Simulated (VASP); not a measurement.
CuI (Marshite), 2 atoms in the cell. It takes space group F-43m (No. 216, cubic). The conventional cell has a = 5.862 Å, b = 5.862 Å, c = 5.862 Å, α = 90.00°, β = 90.00°, γ = 90.00°. Cu (site symmetry -43m) has 4 I at 2.54 Å within 3.3 Å. Within 3.3 Å of I (site symmetry -43m) lie 4 Cu at 2.54 Å. 

- Program: VASP 6.6.1
- Task: relaxation of cell and atoms
- Functional: LDA
- Potentials or basis: VASP PAW LDA potentials, release 64 (Cu, I)
- Cutoff: 600 eV
- k mesh: 6 × 6 × 6
- Occupations: gaussian, width 0.01 eV
- Spin: no spin polarisation
- Target pressure: 1 GPa
- Dipole correction: no
- Further INCAR settings: ALGO = Normal; EDIFF = 1e-07; IBRION = 2; EDIFFG = -0.002; NSW = 100; ISIF = 3

Potentials or basis: VASP PAW LDA potentials, release 64 (Cu, I).

The run is started by

```bash
$ cat potpaw_LDA.64/Cu/POTCAR potpaw_LDA.64/I/POTCAR > POTCAR
$ mpirun -np 1 vasp_std > vasp.out
```

Hardware: 1 thread of Intel(R) Xeon(R) 6975P-C (Granite Rapids) (shared host).

Problem. Estimate the wall time of this run.

Solution. It took 27 s on 1 thread of Intel(R) Xeon(R) 6975P-C (Granite Rapids), with other jobs on the host, peak memory 0.17 GiB. Counts: scf iterations 40, k points 16, ion steps 4.
